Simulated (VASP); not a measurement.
A run of VASP 6.6.1:

INCAR

```
SYSTEM = BaS
PREC = Accurate
ENCUT = 520
EDIFF = 1E-7
ISMEAR = -1
SIGMA = 0.02
LREAL = .FALSE.
LASPH = .TRUE.
NELM = 100
ALGO = Normal
ISIF = 2
LWAVE = .FALSE.
LCHARG = .FALSE.
GGA = PE
NBANDS = 15
```

File KPOINTS:

```
Automatic mesh
0
G
  6 6 6
  0 0 0
```

File POSCAR:

```
BaS
1.0
    0.0000000000      3.5194117709      3.5194117709
    3.6126761828      0.0000000000      3.5194117709
    3.6126761828      3.5194117709      0.0000000000
Ba S
1 1
Direct
    0.0000000000      0.0000000000      0.0000000000
    0.2500000000      0.2500000000      0.2500000000
```

Potentials or basis: VASP PAW PBE potentials, release 64 (Ba_sv, S).

Command:

```console
$ cat potpaw_PBE.64/Ba_sv/POTCAR potpaw_PBE.64/S/POTCAR > POTCAR
$ mpirun -np 1 vasp_std > vasp.out
```

Hardware: 1 thread of Intel(R) Xeon(R) Platinum 8375C CPU @ 2.90GHz (Ice Lake) (shared host).

Task: How long does it take, and how much memory?

Result: Run time: 53 s on 1 thread of Intel(R) Xeon(R) Platinum 8375C CPU @ 2.90GHz (Ice Lake), on a shared host, peak memory 0.25 GiB. Counts: scf iterations 16, k points 30.
